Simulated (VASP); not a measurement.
# PtSe2 (Sudovikovite) (P-3m1) in VASP: a series of runs

PtSe2 (Sudovikovite) is run at these levels: PBEsol+D4; tasks: relaxation of cell and atoms.

Everything below comes from runs of VASP 6.6.1. Logs are shortened: lines on timing, memory, paths and dates and some standing lists are left out, and cuts for length are marked.

## 1. The cell of the first run

Symmetry: P-3m1, No. 164, trigonal system. The conventional cell has a = 3.724 Å, b = 3.724 Å, c = 5.062 Å, α = 90.00°, β = 90.00°, γ = 120.00°. Pt (site symmetry -3m) has 6 Se at 2.49 Å within 3.3 Å. Se (site symmetry 3m) has 3 Pt at 2.49 Å within 3.3 Å.

## 2. Relaxation of cell and atoms, PBEsol+D4, target pressure 5 GPa, at which the enthalpy is minimised

The input, INCAR:

```
SYSTEM = PtSe2
  PREC = Accurate
  ENCUT = 600
  EDIFF = 1E-6
  ISMEAR = -1
  SIGMA = 0.15
  LREAL = .FALSE.
  LASPH = .TRUE.
  NELM = 80
  ALGO = Normal
  ISIF = 3
  LWAVE = .FALSE.
  LCHARG = .FALSE.
  GGA = PS
  IVDW = 13
  IBRION = 2
  NSW = 80
  EDIFFG = -0.01
  PSTRESS = 50.0
```

The input, KPOINTS:

```
Automatic mesh
0
G
  9 9 6
  0 0 0
```

The input, POSCAR:

```
PtSe2
1.0
    3.7240000000      0.0000000000      0.0000000000
   -1.8620000000      3.2250800000      0.0000000000
    0.0000000000      0.0000000000      5.0620000000
Pt Se
1 2
Direct
    0.0000000000      0.0000000000      0.0000000000
    0.3333333333      0.6666666667      0.2500000000
    0.6666666667      0.3333333333      0.7500000000
```

Potentials or basis: VASP PAW PBE potentials, release 64 (Pt, Se).

On the command line:

```bash
cat potpaw_PBE.64/Pt/POTCAR potpaw_PBE.64/Se/POTCAR > POTCAR
mpirun -np 1 vasp_std > vasp.out
```

OUTCAR:

```text
SYSTEM = PtSe2
   PREC = Accurate
   ENCUT = 600
   EDIFF = 1E-6
   ISMEAR = -1
   LREAL = .FALSE.
   LASPH = .TRUE.
   NELM = 80
   ISIF = 3
   GGA = PS
   IVDW = 13
   IBRION = 2
   NSW = 80
   EDIFFG = -0.01
   PSTRESS = 50.0

 ion  position               nearest neighbor table
   1  0.000  0.000  0.000-   2 2.49   3 2.49   3 2.49   2 2.49   3 2.49   2 2.49
   2  0.333  0.667  0.250-   1 2.49   1 2.49   1 2.49
   3  0.667  0.333  0.750-   1 2.49   1 2.49   1 2.49

  LATTYP: Found a hexagonal cell.
 ALAT       =     3.7240000000
 C/A-ratio  =     1.3592910849

  Lattice vectors:

 A1 = (   3.7240000000,   0.0000000000,   0.0000000000)
 A2 = (  -1.8620000000,   3.2250800000,   0.0000000000)
 A3 = (   0.0000000000,   0.0000000000,   5.0620000000)

Analysis of symmetry for initial positions (statically):
=====================================================================
 Subroutine PRICEL returns:
 Original cell was already a primitive cell.

 Routine SETGRP: Setting up the symmetry group for a
 hexagonal supercell.

 Subroutine GETGRP returns: Found 12 space group operations
 (whereof 12 operations were pure point group operations)
 out of a pool of 24 trial point group operations.

The static configuration has the point symmetry D_3d.

Analysis of symmetry for dynamics (positions and initial velocities):
=====================================================================
 Subroutine PRICEL returns:
 Original cell was already a primitive cell.

 Routine SETGRP: Setting up the symmetry group for a
 hexagonal supercell.

 Subroutine GETGRP returns: Found 12 space group operations
 (whereof 12 operations were pure point group operations)
 out of a pool of 24 trial point group operations.

The dynamic configuration has the point symmetry D_3d.

 Subroutine INISYM returns: Found 12 space group operations
 (whereof 12 operations are pure point group operations),
 and found     1 'primitive' translations

----------------------------------------------------------------------------------------

                                     Primitive cell

  volume of cell :      60.7956

  direct lattice vectors                    reciprocal lattice vectors
     3.724000000  0.000000000  0.000000000     0.268528464  0.155034914  0.000000000
    -1.862000000  3.225080000  0.000000000     0.000000000  0.310069828  0.000000000
     0.000000000  0.000000000  5.062000000     0.000000000  0.000000000  0.197550375

  length of vectors
     3.724000000  3.724001209  5.062000000     0.310069928  0.310069828  0.197550375

  position of ions in fractional coordinates (direct lattice)
     0.000000000  0.000000000  0.000000000
     0.333333333  0.666666667  0.250000000
     0.666666667  0.333333333  0.750000000

  ion indices of the primitive-cell ions
   primitive index   ion index
                 1           1
                 2           2
                 3           3

----------------------------------------------------------------------------------------

 KPOINTS: Automatic mesh

Automatic generation of k-mesh.
 Grid dimensions read from file:
 generate k-points for:    9    9    6

 Generating k-lattice:

  Cartesian coordinates                     Fractional coordinates (reciprocal lattice)
     0.029836496  0.017226102  0.000000000     0.111111111  0.000000000  0.000000000
     0.000000000  0.034452203  0.000000000     0.000000000  0.111111111  0.000000000
     0.000000000  0.000000000  0.032925063     0.000000000  0.000000000  0.166666667

  Length of vectors
     0.034452214  0.034452203  0.032925063

  Shift w.r.t. Gamma in fractional coordinates (k-lattice)
     0.000000000  0.000000000  0.000000000

 Subroutine IBZKPT returns following result:
 ===========================================

 Found     62 irreducible k-points:

 Following reciprocal coordinates:
            Coordinates               Weight
  0.000000  0.000000  0.000000      1.000000
  0.111111  0.000000  0.000000      6.000000
  0.222222  0.000000  0.000000      6.000000
  0.333333  0.000000  0.000000      6.000000
  0.444444  0.000000  0.000000      6.000000
  0.111111  0.111111  0.000000      6.000000
[... 16 lines left out ...]
  0.222222  0.111111  0.166667     12.000000
 -0.111111  0.333333  0.166667     12.000000
 [... further k-points ...]
   k-points           NKPTS =     62   k-points in BZ     NKDIM =     62   number of bands    NBANDS=     15
   number of dos      NEDOS =    301   number of ions     NIONS =      3
   total plane-waves  NPLWV =  36000
   dimension x,y,z NGX =    30 NGY =   30 NGZ =   40
   dimension x,y,z NGXF=    60 NGYF=   60 NGZF=   80
   ions per type =               1   2
   NGX,Y,Z   is equivalent  to a cutoff of  13.39, 13.39, 13.14 a.u.
   NGXF,Y,Z  is equivalent  to a cutoff of  26.79, 26.79, 26.27 a.u.
 SYSTEM =  PtSe2
   PREC   = accura    normal or accurate (medium, high low for compatibility)
   ISTART =      0    job   : 0-new  1-cont  2-samecut
[... 27 lines left out ...]
     AMIX_MAG =   1.60;   BMIX_MAG =  1.00
  volume/ion in A,a.u.               =      20.27       136.76
  Fermi-wavevector in a.u.,A,eV,Ry     =   1.166608  2.204569 18.517179  1.360974
  Thomas-Fermi vector in A             =   2.303119
   LORBIT       =      0    0 simple, 1 ext, 2 COOP (PROOUT), +10 PAW based schemes
   GGA     = PS    functional components
   LHFCALC =     F    Hartree Fock is set to
   AEXX    =    0.0000 exact exchange contribution
   IVDW    =    13    specifies the selected vdW correction
   LEPSILON=     F    determine dielectric tensor
   LRPA    =     F    only Hartree local field effects (RPA)
 conjugate gradient relaxation of ions
 non-spin polarized calculation
  energy-cutoff  :      600.00
  volume of cell :       60.80
 maximum number of plane-waves:      2053
 NGX is ok and might be reduce to    30
   NGX = 15   NGY = 15   NGZ = 21

--------------------------------------- Ionic step        1  -------------------------------------------

 number of electron      22.0000000 magnetization

 Free energy of the ion-electron system (eV)
  ---------------------------------------------------
  ext. energy  EPLUGINS =         0.00000000
  ---------------------------------------------------
  free energy    TOTEN  =       -15.91126403 eV

  energy without entropy =      -15.85677675  energy(sigma->0) =      -15.88402039

------------------------ aborting loop because EDIFF is reached ----------------------------------------

  DFT-D4 for vdW energy calculation

  Edisp (eV):   -0.86017

  FORCE on cell =-STRESS in cart. coord.  units (eV):
  Direction    XX          YY          ZZ          XY          YZ          ZX
  --------------------------------------------------------------------------------------
  -------------------------------------------------------------------------------------
  Total       0.27631     0.27631    -0.40957     0.00000     0.00000     0.00000
  in kB       7.28175     7.28176   -10.79368     0.00000     0.00000     0.00000
  external pressure =      -48.74 kB  Pullay stress =       50.00 kB
[... 104 lines left out ...]
  FREE ENERGIE OF THE ION-ELECTRON SYSTEM (eV)
  ---------------------------------------------------
  free  energy   TOTEN  =       -16.7337878806 eV

  energy  without entropy=      -16.6805623892  energy(sigma->0) =      -16.70717513

  enthalpy is  TOTEN    =       -14.9225079483 eV   P V=        1.8112799322

[... ionic steps 4 to 9 ...]

--------------------------------------- Ionic step       10  -------------------------------------------

 number of electron      21.9999997 magnetization

------------------------ aborting loop because EDIFF is reached ----------------------------------------

  DFT-D4 for vdW energy calculation

  Edisp (eV):   -0.96323
[... 75 lines left out ...]
  enthalpy is  TOTEN    =       -15.0936409585 eV   P V=        1.6933936216

--------------------------------------- Ionic step       12  -------------------------------------------

 number of electron      22.0000000 magnetization

 Free energy of the ion-electron system (eV)
  ---------------------------------------------------
  ext. energy  EPLUGINS =         0.00000000
  ---------------------------------------------------
  free energy    TOTEN  =       -15.82841063 eV

  energy without entropy =      -15.76888224  energy(sigma->0) =      -15.79864644

 E-fermi :   7.7004     XC(G=0): -11.4719

 val. band max:        7.6490528061   @ k =   0.0000   0.2222   0.1667
 cond. band min:       7.7603820651   @ k =  -0.1111   0.4444   0.1667
 fundamental gap:      0.1113292590
 Fermi energy:         7.7003909984

 k-point     1 :       0.0000    0.0000    0.0000
  band No.  band energies     occupation
      1      -8.6434      2.00000
      2      -4.6922      2.00000
      3       0.0807      2.00000
      4       1.0959      2.00000
      5       1.0959      2.00000
      6       3.7605      2.00000
      7       3.7605      2.00000
      8       5.2074      2.00000
      9       6.7112      1.99727
     10       6.7112      1.99727
     11       8.5419      0.00730
     12       8.5419      0.00730
     13       8.7781      0.00152
     14      10.6781      0.00000
     15      12.2433      0.00000
[... 397 lines left out ...]
 k-point    24 :      -0.1111    0.3333    0.1667
  band No.  band energies     occupation
      1      -7.5914      2.00000
      2      -5.4880      2.00000
      3       0.5962      2.00000
      4       1.4147      2.00000
      5       1.6400      2.00000
      6       2.6709      2.00000
      7       3.3912      2.00000
      8       4.2249      2.00000
      9       5.1040      2.00000
     10       5.7958      1.99999
     11       7.2982      1.87179
     12       8.2667      0.04482
     13       9.1866      0.00010
     14      12.5735      0.00000
     15      13.8131      0.00000

 [... further k-points ...]

------------------------ aborting loop because EDIFF is reached ----------------------------------------

  DFT-D4 for vdW energy calculation

  Edisp (eV):   -0.96103

  FORCE on cell =-STRESS in cart. coord.  units (eV):
  Direction    XX          YY          ZZ          XY          YZ          ZX
  --------------------------------------------------------------------------------------
  -------------------------------------------------------------------------------------
  Total       1.69090     1.69090     1.68528     0.00000     0.00000    -0.00000
  in kB      49.87337    49.87343    49.70755     0.00000     0.00000    -0.00000
  external pressure =       -0.18 kB  Pullay stress =       50.00 kB
[... 18 lines left out ...]
  FREE ENERGIE OF THE ION-ELECTRON SYSTEM (eV)
  ---------------------------------------------------
  free  energy   TOTEN  =       -16.7894414834 eV

  energy  without entropy=      -16.7299130948  energy(sigma->0) =      -16.75967729

  enthalpy is  TOTEN    =       -15.0942497341 eV   P V=        1.6951917494

 reached required accuracy - stopping structural energy minimisation
```

Wall time 11 min (1 thread of AMD EPYC 7R13 (Zen 3), shared host); peak memory 0.22 GiB.

What came out:

- Free energy: -16.7894 eV
- Relaxed volume: 18.11 Å³/atom
- Relaxed cell: a = 3.719 Å, b = 3.719 Å, c = 4.535 Å, α = 90.00°, β = 90.00°, γ = 120.00°
- Space group after relaxing (to 0.05 Å): P-3m1 (No. 164)
- Energy change on relaxing (the enthalpy is what falls): -6.0 meV/atom
- Ionic steps: 12
- Pressure after relaxing: 5.0 GPa
- Largest force after relaxing: 0.005 eV/Å
- Band gap on the k mesh: zero (band 11 reaches 8.54 eV, above the bottom of band 12 at 7.76 eV)
- Dispersion energy per atom: -0.320 eV

Forces in eV/Å, atoms in the order of the input:
```
Pt   0.000  0.000  0.000
Se   0.000  0.000  0.005
Se   0.000  0.000 -0.005
```

Step by step:
```csv
step,energy change (eV),largest force (eV/Å),pressure (GPa),volume (Å³)
1,0.0000,0.3502,0.13,60.80
2,0.1616,1.4357,13.23,55.53
3,0.0376,0.8783,6.19,58.04
4,0.0013,0.6494,6.27,56.42
5,0.1339,0.4088,10.52,51.57
6,0.0069,0.3265,7.82,54.15
7,0.0281,0.1282,8.46,53.32
8,-0.0066,0.7420,-2.81,56.61
9,-0.0115,0.1433,4.94,54.21
10,-0.0109,0.1382,5.02,54.19
11,-0.0156,0.0601,5.00,54.26
12,-0.0180,0.0055,4.98,54.32
```

Final structure:
```
CELL_PARAMETERS angstrom
3.71889 0.00000 0.00000
-1.85945 3.22066 0.00000
0.00000 0.00000 4.53525
ATOMIC_POSITIONS crystal
Pt 0.00000 0.00000 0.00000
Se 0.33333 0.66667 0.27722
Se 0.66667 0.33333 0.72278
```

Levels at points of the mesh, in eV from the Fermi level:
```csv
k point,band 7,band 8,band 9,band 10,band 11,band 12,band 13,band 14,band 15
"(0.00, 0.00, 0.00)",-3.94,-2.49,-0.99,-0.99,0.84,0.84,1.08,2.98,4.54
"(0.00, 0.00, 0.50)",-4.04,-2.99,-2.05,-2.05,-1.66,2.71,2.71,5.14,6.42
```

Caveat: the cell is relaxed towards a set pressure, so the enthalpy falls and the energy may rise; the PAW data sets were made with another functional, which shifts forces and pressure a little; spin-orbit coupling is left out, which moves the levels of the heavy elements; pairwise dispersion overbinds metals, which lowers pressure and volume.

(Continued in part 2 of 2.)
